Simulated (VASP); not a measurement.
Here is a VASP 6.6.1 calculation.

Contents of INCAR:

```
SYSTEM = TaN
PREC     = Accurate       ! precision mode
ENCUT    = 520            ! plane-wave cutoff, eV
EDIFF    = 1E-7           ! SCF threshold, eV
ISMEAR   = -1             ! smearing method
SIGMA    = 0.1            ! smearing width, eV
LREAL    = .FALSE.        ! projectors in reciprocal space
LASPH    = .TRUE.         ! aspherical terms in the spheres
NELM     = 60             ! most SCF steps
ALGO     = Normal         ! electronic algorithm
ISIF     = 2              ! what is computed and relaxed
LWAVE    = .FALSE.        ! write WAVECAR
LCHARG   = .FALSE.        ! write CHGCAR
GGA      = PS             ! functional
NBANDS   = 33             ! bands
```

Contents of KPOINTS:

```
Automatic mesh
0
G
  5 5 8
  0 0 0
```

POSCAR

```
TaN
1.0
    5.1257751753      0.0000000000      0.0000000000
   -2.5628875876      4.4390515178      0.0000000000
    0.0000000000      0.0000000000      2.8716573394
Ta N
3 3
Direct
    0.3333333333      0.6666666667      0.5000000000
    0.6666666667      0.3333333333      0.5000000000
    0.0000000000      0.0000000000      0.0000000000
    0.3928500000      0.0000000000      0.0000000000
    0.6071500000      0.6071500000      0.0000000000
    0.0000000000      0.3928500000      0.0000000000
```

Potentials or basis: VASP PAW PBE potentials, release 64 (Ta_pv, N).

Launch:

```sh
$ cat potpaw_PBE.64/Ta_pv/POTCAR potpaw_PBE.64/N/POTCAR > POTCAR
$ mpirun -np 1 vasp_std > vasp.out
```

(1) Estimate the pressure.

(2) Predict the band gap on the k mesh.

(3) What does it give for the largest force?

Results:

(1) 11.5 GPa.

(2) zero (band 24 reaches 10.65 eV, above the bottom of band 25 at 7.38 eV).

(3) 0.180 eV/Å.

Caveat: the PAW data sets were made with another functional, which shifts forces and pressure a little; spin-orbit coupling is left out, which moves the levels of the heavy elements.
